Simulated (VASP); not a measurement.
# PbSe (Pm-3m) in VASP: a series of runs

Aim: see how the results for PbSe move with the level of theory and the settings. Levels: RPBE+D4, revPBE+D3(BJ), revPBE+D4. Tasks: relaxation of cell and atoms.

Everything below comes from runs of VASP 6.6.1. Logs are shortened: lines on timing, memory, paths and dates and some standing lists are left out, and cuts for length are marked.

## Step 1: The cell of the first run

The structure is cubic, space group Pm-3m (No. 221). The conventional cell has a = 3.784 Å, b = 3.784 Å, c = 3.784 Å, α = 90.00°, β = 90.00°, γ = 90.00°. Pb (site symmetry m-3m) has 8 Se at 3.28 Å and 6 Pb at 3.78 Å within 4.3 Å. Se (site symmetry m-3m) has 8 Pb at 3.28 Å and 6 Se at 3.78 Å within 4.3 Å.

## Step 2: Relaxation of cell and atoms, RPBE+D4

INCAR reads:

```
SYSTEM = PbSe
PREC = Accurate ; ENCUT = 600
EDIFF = 1E-6 ; ISMEAR = -1
SIGMA = 0.05 ; LREAL = .False.
LASPH = .True. ; NELM = 100
ALGO = Normal ; ISIF = 3
LWAVE = .False. ; LCHARG = .False.
GGA = RP ; IVDW = 13
IBRION = 2 ; NSW = 60
EDIFFG = -0.01
```

KPOINTS reads:

```
regular mesh
0
Gamma
  7 7 7
  0 0 0
```

POSCAR reads:

```
PbSe
1.0
    3.7843220000      0.0000000000      0.0000000000
    0.0000000000      3.7843220000      0.0000000000
    0.0000000000      0.0000000000      3.7843220000
Pb Se
1 1
Direct
    0.0000000000      0.0000000000      0.0000000000
    0.5000000000      0.5000000000      0.5000000000
```

Potentials or basis: VASP PAW PBE potentials, release 64 (Pb_d, Se).

Command:

```
$ cat potpaw_PBE.64/Pb_d/POTCAR potpaw_PBE.64/Se/POTCAR > POTCAR
$ mpirun -np 1 vasp_std > vasp.out
```

OUTCAR:

```text
SYSTEM = PbSe
   PREC = Accurate
   ENCUT = 600
   EDIFF = 1E-6
   ISMEAR = -1
   LREAL = .False.
   LASPH = .True.
   NELM = 100
   ISIF = 3
   GGA = RP
   IVDW = 13
   IBRION = 2
   NSW = 60
   EDIFFG = -0.01

 ion  position               nearest neighbor table
   1  0.000  0.000  0.000-   2 3.28   2 3.28   2 3.28   2 3.28   2 3.28   2 3.28   2 3.28   2 3.28

   2  0.500  0.500  0.500-   1 3.28   1 3.28   1 3.28   1 3.28   1 3.28   1 3.28   1 3.28   1 3.28

  LATTYP: Found a simple cubic cell.
 ALAT       =     3.7843220000

  Lattice vectors:

 A1 = (   3.7843220000,   0.0000000000,   0.0000000000)
 A2 = (   0.0000000000,   3.7843220000,   0.0000000000)
 A3 = (   0.0000000000,   0.0000000000,   3.7843220000)

Analysis of symmetry for initial positions (statically):
=====================================================================
 Subroutine PRICEL returns:
 Original cell was already a primitive cell.

 Routine SETGRP: Setting up the symmetry group for a
 simple cubic supercell.

 Subroutine GETGRP returns: Found 48 space group operations
 (whereof 48 operations were pure point group operations)
 out of a pool of 48 trial point group operations.

The static configuration has the point symmetry O_h .

Analysis of symmetry for dynamics (positions and initial velocities):
=====================================================================
 Subroutine PRICEL returns:
 Original cell was already a primitive cell.

 Routine SETGRP: Setting up the symmetry group for a
 simple cubic supercell.

 Subroutine GETGRP returns: Found 48 space group operations
 (whereof 48 operations were pure point group operations)
 out of a pool of 48 trial point group operations.

The dynamic configuration has the point symmetry O_h .

 Subroutine INISYM returns: Found 48 space group operations
 (whereof 48 operations are pure point group operations),
 and found     1 'primitive' translations

----------------------------------------------------------------------------------------

                                     Primitive cell

  volume of cell :      54.1956

  direct lattice vectors                    reciprocal lattice vectors
     3.784322000  0.000000000  0.000000000     0.264248127  0.000000000  0.000000000
     0.000000000  3.784322000  0.000000000     0.000000000  0.264248127  0.000000000
     0.000000000  0.000000000  3.784322000     0.000000000  0.000000000  0.264248127

  length of vectors
     3.784322000  3.784322000  3.784322000     0.264248127  0.264248127  0.264248127

  position of ions in fractional coordinates (direct lattice)
     0.000000000  0.000000000  0.000000000
     0.500000000  0.500000000  0.500000000

  ion indices of the primitive-cell ions
   primitive index   ion index
                 1           1
                 2           2

----------------------------------------------------------------------------------------

 KPOINTS: regular mesh

Automatic generation of k-mesh.
 Grid dimensions read from file:
 generate k-points for:    7    7    7

 Generating k-lattice:

  Cartesian coordinates                     Fractional coordinates (reciprocal lattice)
     0.037749732  0.000000000  0.000000000     0.142857143  0.000000000  0.000000000
     0.000000000  0.037749732  0.000000000     0.000000000  0.142857143  0.000000000
     0.000000000  0.000000000  0.037749732     0.000000000  0.000000000  0.142857143

  Length of vectors
     0.037749732  0.037749732  0.037749732

  Shift w.r.t. Gamma in fractional coordinates (k-lattice)
     0.000000000  0.000000000  0.000000000

 Subroutine IBZKPT returns following result:
 ===========================================

 Found     20 irreducible k-points:

 Following reciprocal coordinates:
            Coordinates               Weight
  0.000000  0.000000  0.000000      1.000000
  0.142857  0.000000  0.000000      6.000000
  0.285714  0.000000  0.000000      6.000000
  0.428571  0.000000  0.000000      6.000000
  0.142857  0.142857  0.000000     12.000000
  0.285714  0.142857  0.000000     24.000000
[... 12 lines left out ...]
  0.428571  0.428571  0.285714     24.000000
  0.428571  0.428571  0.428571      8.000000
   k-points           NKPTS =     20   k-points in BZ     NKDIM =     20   number of bands    NBANDS=     14
   number of dos      NEDOS =    301   number of ions     NIONS =      2
   total plane-waves  NPLWV =  27000
   dimension x,y,z NGX =    30 NGY =   30 NGZ =   30
   dimension x,y,z NGXF=    60 NGYF=   60 NGZF=   60
   ions per type =               1   1
   NGX,Y,Z   is equivalent  to a cutoff of  13.18, 13.18, 13.18 a.u.
   NGXF,Y,Z  is equivalent  to a cutoff of  26.36, 26.36, 26.36 a.u.
 SYSTEM =  PbSe
   PREC   = accura    normal or accurate (medium, high low for compatibility)
   ISTART =      0    job   : 0-new  1-cont  2-samecut
   ICHARG =      2    charge: 1-file 2-atom 10-const
   ISPIN  =      1    spin polarized calculation?
   LNONCOLLINEAR =      F non collinear calculations
   LSORBIT =      F    spin-orbit coupling
   LASPH  =      T    aspherical Exc in radial PAW
   ENCUT  =  600.0 eV  44.10 Ry    6.64 a.u.   7.56  7.56  7.56*2*pi/ulx,y,z
   NELM   =    100;   NELMIN=  2; NELMDL= -5     # of ELM steps
   EDIFF  = 0.1E-05   stopping-criterion for ELM
   LREAL  =      F    real-space projection
   EDIFFG = -.1E-01   stopping-criterion for IOM
   NSW    =     60    number of steps for IOM
   IBRION =      2    ionic relax: 0-MD 1-quasi-New 2-CG
   NFREE  =      1    steps in history (QN), initial steepest desc. (CG)
   ISIF   =      3    stress and relaxation
   ISYM   =      2    0-nonsym 1-usesym 2-fastsym
   POTIM  = 0.5000    time-step for ionic-motion
   TEBEG  =    0.0;   TEEND  =   0.0 temperature during run
   PSTRESS=    0.0 pullay stress
   NELECT =      20.0000    total number of electrons
   NUPDOWN=      -1.0000    fix difference up-down
   EMIN   =  10.00;   EMAX   =-10.00  energy-range for DOS
   EFERMI =   0.00;   METHOD = LEGACY
   ISMEAR =    -1;   SIGMA  =   0.05  broadening in eV -4-tet -1-fermi 0-gaus
   EFERMI_NEDOS =   21; number of points for ismear=-14 and -15
   IALGO  =     38    algorithm
   IMIX   =      4    mixing-type and parameters
     AMIX     =   0.40;   BMIX     =  1.00
     AMIX_MAG =   1.60;   BMIX_MAG =  1.00
  volume/ion in A,a.u.               =      27.10       182.87
  Fermi-wavevector in a.u.,A,eV,Ry     =   1.174258  2.219025 18.760817  1.378881
  Thomas-Fermi vector in A             =   2.310658
   LORBIT       =      0    0 simple, 1 ext, 2 COOP (PROOUT), +10 PAW based schemes
   GGA     = RP    functional components
   LHFCALC =     F    Hartree Fock is set to
   AEXX    =    0.0000 exact exchange contribution
   IVDW    =    13    specifies the selected vdW correction
   LEPSILON=     F    determine dielectric tensor
   LRPA    =     F    only Hartree local field effects (RPA)
 conjugate gradient relaxation of ions
 non-spin polarized calculation
  energy-cutoff  :      600.00
  volume of cell :       54.20
 maximum number of plane-waves:      1839
 NGX is ok and might be reduce to    30
   NGX = 15   NGY = 15   NGZ = 15

--------------------------------------- Ionic step        1  -------------------------------------------

 number of electron      20.0000001 magnetization

 Free energy of the ion-electron system (eV)
  ---------------------------------------------------
  ext. energy  EPLUGINS =         0.00000000
  ---------------------------------------------------
  free energy    TOTEN  =        -6.99214442 eV

  energy without entropy =       -6.98117343  energy(sigma->0) =       -6.98665893

 E-fermi :   5.4233     XC(G=0):  -9.8391

 val. band max:        5.4176167967   @ k =   0.1429   0.1429   0.1429
 cond. band min:       6.1352433093   @ k =   0.4286   0.4286   0.2857
 fundamental gap:      0.7176265126
 Fermi energy:         5.4232606630

 k-point     1 :       0.0000    0.0000    0.0000
  band No.  band energies     occupation
      1     -11.5627      2.00000
      2     -11.5627      2.00000
      3     -11.4134      2.00000
      4     -11.4134      2.00000
      5     -11.4134      2.00000
      6      -7.7257      2.00000
      7      -1.5709      2.00000
      8       3.9672      2.00000
      9       3.9672      2.00000
     10       3.9672      2.00000
     11      10.6086      0.00000
     12      10.6086      0.00000
     13      11.5580      0.00000
     14      11.5580      0.00000

 k-point     2 :       0.1429    0.0000    0.0000
  band No.  band energies     occupation
      1     -11.5615      2.00000
      2     -11.5414      2.00000
      3     -11.4212      2.00000
      4     -11.4212      2.00000
      5     -11.4127      2.00000
      6      -7.5780      2.00000
      7      -1.8704      2.00000
      8       3.8842      2.00000
      9       4.1391      2.00000
     10       4.1391      2.00000
     11       9.8954      0.00000
     12      10.7658      0.00000
     13      11.0760      0.00000
     14      11.0760      0.00000
[... 361 lines left out ...]
 VOLUME and BASIS-vectors are now :
 -----------------------------------------------------------------------------
  energy-cutoff  :      600.00
  volume of cell :       51.05
      direct lattice vectors                 reciprocal lattice vectors
     3.709583007  0.000000000  0.000000000     0.269572078 -0.000000000  0.000000000
     0.000000000  3.709583007  0.000000000    -0.000000000  0.269572078  0.000000000
    -0.000000000 -0.000000000  3.709583007    -0.000000000 -0.000000000  0.269572078

 POSITION                                       TOTAL-FORCE (eV/Angst)
 -----------------------------------------------------------------------------------
      0.00000      0.00000      0.00000        -0.000000     -0.000000      0.000000
      1.85479      1.85479      1.85479         0.000000      0.000000      0.000000
 -----------------------------------------------------------------------------------
    total drift:                                0.000000     -0.000000     -0.000000

  FREE ENERGIE OF THE ION-ELECTRON SYSTEM (eV)
  ---------------------------------------------------
  free  energy   TOTEN  =        -8.5983305437 eV

  energy  without entropy=       -8.5888137824  energy(sigma->0) =       -8.59357216

--------------------------------------- Ionic step        3  -------------------------------------------

 number of electron      19.9999998 magnetization

 Free energy of the ion-electron system (eV)
  ---------------------------------------------------
  ext. energy  EPLUGINS =         0.00000000
  ---------------------------------------------------
  free energy    TOTEN  =        -6.94060550 eV

  energy without entropy =       -6.93080206  energy(sigma->0) =       -6.93570378

 E-fermi :   5.9876     XC(G=0): -10.0906

 val. band max:        5.9401124414   @ k =   0.2857   0.1429   0.1429
 cond. band min:       6.0105460926   @ k =   0.1429   0.1429   0.1429
 fundamental gap:      0.0704336511
 Fermi energy:         5.9876162886

 k-point     1 :       0.0000    0.0000    0.0000
  band No.  band energies     occupation
      1     -11.0011      2.00000
      2     -11.0011      2.00000
      3     -10.8265      2.00000
      4     -10.8265      2.00000
      5     -10.8265      2.00000
      6      -7.5127      2.00000
      7      -0.8827      2.00000
      8       4.3920      2.00000
      9       4.3920      2.00000
     10       4.3920      2.00000
     11      11.1011      0.00000
     12      11.1011      0.00000
     13      12.4867      0.00000
     14      12.4867      0.00000

 k-point     2 :       0.1429    0.0000    0.0000
  band No.  band energies     occupation
      1     -10.9996      2.00000
      2     -10.9760      2.00000
      3     -10.8361      2.00000
      4     -10.8361      2.00000
      5     -10.8257      2.00000
      6      -7.3512      2.00000
      7      -1.2443      2.00000
      8       4.3349      2.00000
      9       4.5765      2.00000
     10       4.5765      2.00000
     11      10.6732      0.00000
     12      11.2566      0.00000
     13      11.9430      0.00000
     14      11.9430      0.00000
[... 321 lines left out ...]
 VOLUME and BASIS-vectors are now :
 -----------------------------------------------------------------------------
  energy-cutoff  :      600.00
  volume of cell :       51.48
      direct lattice vectors                 reciprocal lattice vectors
     3.720054645  0.000000000  0.000000000     0.268813256 -0.000000000  0.000000000
     0.000000000  3.720054645  0.000000000    -0.000000000  0.268813256  0.000000000
    -0.000000000 -0.000000000  3.720054645    -0.000000000 -0.000000000  0.268813256

 POSITION                                       TOTAL-FORCE (eV/Angst)
 -----------------------------------------------------------------------------------
      0.00000      0.00000      0.00000        -0.000000     -0.000000      0.000000
      1.86003      1.86003      1.86003         0.000000      0.000000      0.000000
 -----------------------------------------------------------------------------------
    total drift:                                0.000000     -0.000000     -0.000000

  FREE ENERGIE OF THE ION-ELECTRON SYSTEM (eV)
  ---------------------------------------------------
  free  energy   TOTEN  =        -8.5989555593 eV

  energy  without entropy=       -8.5891521165  energy(sigma->0) =       -8.59405384

 reached required accuracy - stopping structural energy minimisation
```

Run time: 61 s. Hardware: 1 thread of Intel Xeon Platinum 8259CL at 2.50GHz (Skylake/Cascade Lake), shared host; peak memory 0.18 GiB.

What came out:

```
Free energy                            : -8.5990 eV
Relaxed volume                         : 25.74 Å³/atom
Relaxed cell                           : a = 3.720 Å, b = 3.720 Å, c = 3.720 Å, α = 90.00°, β = 90.00°, γ = 90.00°
Space group after relaxing (to 0.05 Å) : Pm-3m (No. 221)
Energy gained by relaxing              : 10.9 meV/atom
Ionic steps                            : 3
Pressure after relaxing                : 0.0 GPa
Band gap on the k mesh                 : zero (band 10 reaches 6.01 eV, above the bottom of band 11 at 5.79 eV)
Dispersion energy per atom             : -0.829 eV
```

The path:
```tsv
step	energy change (eV)	largest force (eV/Å)	pressure (GPa)	volume (Å³)
1	0.0000	0.0000	-2.42	54.20
2	-0.0212	0.0000	0.49	51.05
3	-0.0218	0.0000	0.02	51.48
```

Final structure:
```
Pb Se
1.0
     3.72005    0.00000    0.00000
     0.00000    3.72005    0.00000
     0.00000    0.00000    3.72005
Pb Se
1 1
Direct
  0.00000 0.00000 0.00000
  0.50000 0.50000 0.50000
```

Levels at points of the mesh, in eV from the Fermi level:
```csv
k point,band 7,band 8,band 9,band 10,band 11,band 12,band 13,band 14
"(0.00, 0.00, 0.00)",-6.87,-1.60,-1.60,-1.60,5.11,5.11,6.50,6.50
```

Caveat: the PAW data sets were made with another functional, which shifts forces and pressure a little; spin-orbit coupling is left out, which moves the levels of the heavy elements; pairwise dispersion overbinds metals, which lowers pressure and volume.

## Step 3: Relaxation of cell and atoms, revPBE+D3(BJ)

INCAR reads:

```
SYSTEM = PbSe
  PREC = Accurate
  ENCUT = 600
  EDIFF = 1E-6
  ISMEAR = -1
  SIGMA = 0.05
  LREAL = .FALSE.
  LASPH = .TRUE.
  NELM = 100
  ALGO = Normal
  ISIF = 3
  LWAVE = .FALSE.
  LCHARG = .FALSE.
  GGA = RE
  IVDW = 12
  IBRION = 2
  NSW = 60
  EDIFFG = -0.01
```

KPOINTS reads:

```
Automatic mesh
0
G
  7 7 7
  0 0 0
```

POSCAR is that of step 2.

Potentials or basis: VASP PAW PBE potentials, release 64 (Pb_d, Se).

Command:

```
$ cat potpaw_PBE.64/Pb_d/POTCAR potpaw_PBE.64/Se/POTCAR > POTCAR
$ mpirun -np 1 vasp_std > vasp.out
```

Wall time 62 s (1 thread of Intel Xeon Platinum 8259CL at 2.50GHz (Skylake/Cascade Lake), shared host); peak memory 0.19 GiB.

It converged, with:

| Item | Value |
| --- | --- |
| Free energy | -8.5776 eV |
| Relaxed volume | 25.44 Å³/atom |
| Relaxed cell | a = 3.706 Å, b = 3.706 Å, c = 3.706 Å, α = 90.00°, β = 90.00°, γ = 90.00° |
| Space group after relaxing (to 0.05 Å) | Pm-3m (No. 221) |
| Energy gained by relaxing | 16.3 meV/atom |
| Ionic steps | 3 |
| Pressure after relaxing | 0.0 GPa |
| Band gap on the k mesh | zero (band 10 reaches 6.12 eV, above the bottom of band 11 at 5.85 eV) |
| Dispersion energy per atom | -0.772 eV |

Step by step:
| step | energy change (eV) | largest force (eV/Å) | pressure (GPa) | volume (Å³) |
| --- | --- | --- | --- | --- |
| 1 | 0.0000 | 0.0000 | -2.95 | 54.20 |
| 2 | -0.0317 | 0.0000 | 0.60 | 50.37 |
| 3 | -0.0327 | 0.0000 | 0.02 | 50.89 |

Final structure:
```xyz
2
Lattice="3.7057 0.0000 0.0000 0.0000 3.7057 0.0000 0.0000 0.0000 3.7057" Properties=species:S:1:pos:R:3 pbc="T T T"
Pb    0.0000    0.0000    0.0000
Se    1.8529    1.8529    1.8529
```

Levels at points of the mesh, in eV from the Fermi level:
| k point | band 6 | band 7 | band 8 | band 9 | band 10 | band 11 | band 12 | band 13 | band 14 |
| --- | --- | --- | --- | --- | --- | --- | --- | --- | --- |
| (0.00, 0.00, 0.00) | -13.60 | -6.86 | -1.64 | -1.64 | -1.64 | 5.08 | 5.08 | 6.56 | 6.56 |

Caveat: the PAW data sets were made with another functional, which shifts forces and pressure a little; spin-orbit coupling is left out, which moves the levels of the heavy elements; pairwise dispersion overbinds metals, which lowers pressure and volume.

(Continued in part 2 of 2.)
